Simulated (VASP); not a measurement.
# WS2 (R3m) in VASP: further runs, part 2 of 2

VASP 6.6.1. The steps go on from the part before.

## 5. Single point, PBE+D3(BJ)

This run uses another cell than the first one, of the same volume but with other edges.

INCAR reads:

```
PREC = Accurate
ENCUT = 520
EDIFF = 1E-6
ISMEAR = 0
SIGMA = 0.05
LREAL = F
LASPH = T
NELM = 80
ALGO = Normal
ISIF = 2
LWAVE = F
LCHARG = F
GGA = PE
IVDW = 12
NBANDS = 20
```

KPOINTS reads:

```
regular mesh
0
Gamma
  12 12 12
```

POSCAR reads:

```
WS2
1.0
    1.4855209500      0.8576659204      6.8198454739
   -1.4855209500      0.8576659204      6.8198454739
    0.0000000000     -1.7153318407      6.8198454739
W S
1 2
Direct
    0.9993445368      0.9993445368      0.9993445368
    0.7527776226      0.7527776226      0.7527776226
    0.5791778407      0.5791778407      0.5791778407
```

Potentials or basis: VASP PAW PBE potentials, release 64 (W_sv, S).

Started as:

```
cat potpaw_PBE.64/W_sv/POTCAR potpaw_PBE.64/S/POTCAR > POTCAR
mpirun -np 1 vasp_std > vasp.out
```

OUTCAR:

```text
PREC = Accurate
   ENCUT = 520
   EDIFF = 1E-6
   ISMEAR = 0
   LREAL = F
   LASPH = T
   NELM = 80
   ISIF = 2
   GGA = PE
   IVDW = 12
 IVDW          = 12

 ion  position               nearest neighbor table
   1  0.999  0.999  0.999-   2 2.47   2 2.47   2 2.47   3 2.47   3 2.47   3 2.47
   2  0.753  0.753  0.753-   1 2.47   1 2.47   1 2.47
   3  0.579  0.579  0.579-   1 2.47   1 2.47   1 2.47

  LATTYP: Found a trigonal (rhomboedric) cell.
 ALAT       =     7.0322582157
 COS(alpha) =     0.9107521137

  Lattice vectors:

 A1 = (   1.4855209500,   0.8576659204,   6.8198454739)
 A2 = (  -1.4855209500,   0.8576659204,   6.8198454739)
 A3 = (   0.0000000000,  -1.7153318407,   6.8198454739)

Analysis of symmetry for initial positions (statically):
=====================================================================
 Subroutine PRICEL returns:
 Original cell was already a primitive cell.

 Routine SETGRP: Setting up the symmetry group for a
 trigonal (rhombohedral) supercell.

 Subroutine GETGRP returns: Found  6 space group operations
 (whereof  6 operations were pure point group operations)
 out of a pool of 12 trial point group operations.

The static configuration has the point symmetry C_3v.

Analysis of symmetry for dynamics (positions and initial velocities):
=====================================================================
 Subroutine PRICEL returns:
 Original cell was already a primitive cell.

 Routine SETGRP: Setting up the symmetry group for a
 trigonal (rhombohedral) supercell.

 Subroutine GETGRP returns: Found  6 space group operations
 (whereof  6 operations were pure point group operations)
 out of a pool of 12 trial point group operations.

The dynamic configuration has the point symmetry C_3v.
[... 114 lines left out ...]
   EMIN   =  10.00;   EMAX   =-10.00  energy-range for DOS
   EFERMI =   0.00;   METHOD = LEGACY
   ISMEAR =     0;   SIGMA  =   0.05  broadening in eV -4-tet -1-fermi 0-gaus
   EFERMI_NEDOS =   21; number of points for ismear=-14 and -15
   IALGO  =     38    algorithm
   IMIX   =      4    mixing-type and parameters
     AMIX     =   0.40;   BMIX     =  1.00
     AMIX_MAG =   1.60;   BMIX_MAG =  1.00
  volume/ion in A,a.u.               =      17.38       117.27
  Fermi-wavevector in a.u.,A,eV,Ry     =   1.298250  2.453337 22.931986  1.685453
  Thomas-Fermi vector in A             =   2.429591
   LORBIT       =      0    0 simple, 1 ext, 2 COOP (PROOUT), +10 PAW based schemes
   GGA     = PE    functional components
   LHFCALC =     F    Hartree Fock is set to
   AEXX    =    0.0000 exact exchange contribution
   IVDW    =    12    specifies the selected vdW correction
   LEPSILON=     F    determine dielectric tensor
   LRPA    =     F    only Hartree local field effects (RPA)
 non-spin polarized calculation
 Gauss-broadening in eV      SIGMA  =   0.05
  energy-cutoff  :      520.00
  volume of cell :       52.13
 maximum number of plane-waves:      1454
 NGX is ok and might be reduce to    54

 number of electron      26.0000000 magnetization

 Free energy of the ion-electron system (eV)
  ---------------------------------------------------
  ext. energy  EPLUGINS =         0.00000000
  ---------------------------------------------------
  free energy    TOTEN  =       -22.85982907 eV

  energy without entropy =      -22.85982907  energy(sigma->0) =      -22.85982907

 E-fermi :   7.3330     XC(G=0): -11.0690

 val. band max:        7.0483252451   @ k =  -0.1667   0.5000   0.1667
 cond. band min:       7.8984769633   @ k =  -0.1667   0.1667   0.0000
 fundamental gap:      0.8501517183
 Fermi energy:         7.3329761819

 k-point     1 :       0.0000    0.0000    0.0000
  band No.  band energies     occupation
      1     -66.8012      2.00000
      2     -31.1397      2.00000
      3     -30.6929      2.00000
      4     -30.6929      2.00000
      5      -8.0039      2.00000
      6      -6.6376      2.00000
[... 541 lines left out ...]
     19      15.7419      0.00000
     20      16.4731      0.00000

 [... further k-points ...]

------------------------ aborting loop because EDIFF is reached ----------------------------------------

 Edisp (eV)   -1.30582

 E8    (eV) :    -0.5490

  FORCE on cell =-STRESS in cart. coord.  units (eV):
  Direction    XX          YY          ZZ          XY          YZ          ZX
  --------------------------------------------------------------------------------------
  -------------------------------------------------------------------------------------
  Total       3.91880     3.91880    -8.53819     0.00000    -0.00000     0.00000
  in kB     120.43181   120.43181  -262.39381     0.00000    -0.00000     0.00000
  external pressure =       -7.18 kB  Pullay stress =        0.00 kB

 VOLUME and BASIS-vectors are now :
 -----------------------------------------------------------------------------
  energy-cutoff  :      520.00
  volume of cell :       52.13
      direct lattice vectors                 reciprocal lattice vectors
     1.485520950  0.857665920  6.819845474     0.336582261  0.194325859  0.048876963
    -1.485520950  0.857665920  6.819845474    -0.336582261  0.194325859  0.048876963
     0.000000000 -1.715331841  6.819845474     0.000000000 -0.388651718  0.048876963

 POSITION                                       TOTAL-FORCE (eV/Angst)
 -----------------------------------------------------------------------------------
      0.00000      0.00000     20.44613         0.000000     -0.000000     -0.006386
      0.00000      0.00000     15.40148         0.000000     -0.000000     -2.185706
      0.00000      0.00000     11.84971         0.000000      0.000000      2.192093
 -----------------------------------------------------------------------------------
    total drift:                                0.000000      0.000000     -0.000206

  FREE ENERGIE OF THE ION-ELECTRON SYSTEM (eV)
  ---------------------------------------------------
  free  energy   TOTEN  =       -24.1656531032 eV

  energy  without entropy=      -24.1656531032  energy(sigma->0) =      -24.16565310
```

OSZICAR:

```text
N       E                     dE             d eps       ncg     rms          rms(c)
DAV:   1     0.198948622318E+03    0.19895E+03   -0.13060E+04  7560   0.130E+03
DAV:   2    -0.136572673015E+02   -0.21261E+03   -0.20547E+03  8868   0.345E+02
DAV:   3    -0.239303318745E+02   -0.10273E+02   -0.10122E+02  9424   0.702E+01
DAV:   4    -0.240887542006E+02   -0.15842E+00   -0.15826E+00  9140   0.932E+00
DAV:   5    -0.240915575297E+02   -0.28033E-02   -0.28032E-02  9496   0.130E+00    0.263E+01
DAV:   6    -0.231714082629E+02    0.92015E+00   -0.68222E+00  8656   0.163E+01    0.110E+01
DAV:   7    -0.230342789645E+02    0.13713E+00   -0.36512E+00  8048   0.941E+00    0.590E+00
DAV:   8    -0.228593042647E+02    0.17497E+00   -0.86880E-01  8396   0.549E+00    0.153E+00
DAV:   9    -0.228608906524E+02   -0.15864E-02   -0.36269E-02  9388   0.118E+00    0.872E-01
DAV:  10    -0.228598784384E+02    0.10122E-02   -0.72345E-03  8564   0.630E-01    0.127E-01
DAV:  11    -0.228598127411E+02    0.65697E-04   -0.63820E-04  8660   0.174E-01    0.118E-01
DAV:  12    -0.228598175851E+02   -0.48439E-05   -0.60338E-05  9376   0.480E-02    0.632E-02
DAV:  13    -0.228598282231E+02   -0.10638E-04   -0.14916E-05  8428   0.293E-02    0.230E-02
DAV:  14    -0.228598290703E+02   -0.84723E-06   -0.77610E-06  8764   0.157E-02
   1 F= -.24165653E+02 E0= -.24165653E+02  d E =-.316223E-17
```

stdout:

```text
POSCAR found type information on POSCAR W S
 POSCAR found :  2 types and       3 ions
 scaLAPACK will be used
 LDA part: xc-table for (Slater+PW92), standard interpolation
 POSCAR, INCAR and KPOINTS ok, starting setup
 FFT: planning ... GRIDC
 FFT: planning ... GRID_SOFT
 FFT: planning ... GRID
 WAVECAR not read
 entering main loop
```

It took 9.5 min on 1 thread of AMD EPYC 9R45 (Zen 5), shared host; peak memory 0.48 GiB.

What came out:

```
Free energy                : -24.1657 eV
Pressure                   : -0.7 GPa
Largest force              : 2.192 eV/Å
Band gap on the k mesh     : 0.85 eV (least direct gap 1.45 eV)
Dispersion energy per atom : -0.435 eV
```

Forces in eV/Å, atoms in the order of the input:
```
W    0.000  0.000 -0.006
S    0.000  0.000 -2.186
S    0.000  0.000  2.192
```

Stress tensor (GPa, compression positive):
```
 12.04   0.00   0.00
  0.00  12.04   0.00
  0.00   0.00 -26.24
```

Caveat: spin-orbit coupling is left out, which moves the levels of the heavy elements; forces of over 1 eV/Å act on the atoms, so gaps and moduli don't describe the material at rest.

## 6. Summary

```csv
cell,gap on the mesh (eV),pressure (GPa),largest force (eV/Å)
"a = 5.751 Å, angles 33.7°, 3 atoms",none,1.9,1.92
"a = 5.563 Å, angles 35.6°, 3 atoms",none,2.4,2.44
"a = 7.385 Å, angles 22.6°, 3 atoms",none,0.3,2.96
"a = 7.032 Å, angles 24.4°, 3 atoms",0.85,-0.7,2.19
```

Alike in all rows: task single point; level PBE+D3(BJ); potentials or basis VASP PAW PBE potentials, release 64 (W_sv, S); no spin polarisation; k mesh 12 × 12 × 12; cutoff (eV) 520; smearing gaussian 0.05 eV.

Caveats: spin-orbit coupling is left out, which moves the levels of the heavy elements; forces of over 1 eV/Å act on the atoms, so gaps and moduli don't describe the material at rest.

Total energies depend on the potentials used, so only differences within one code and one set of settings carry meaning.
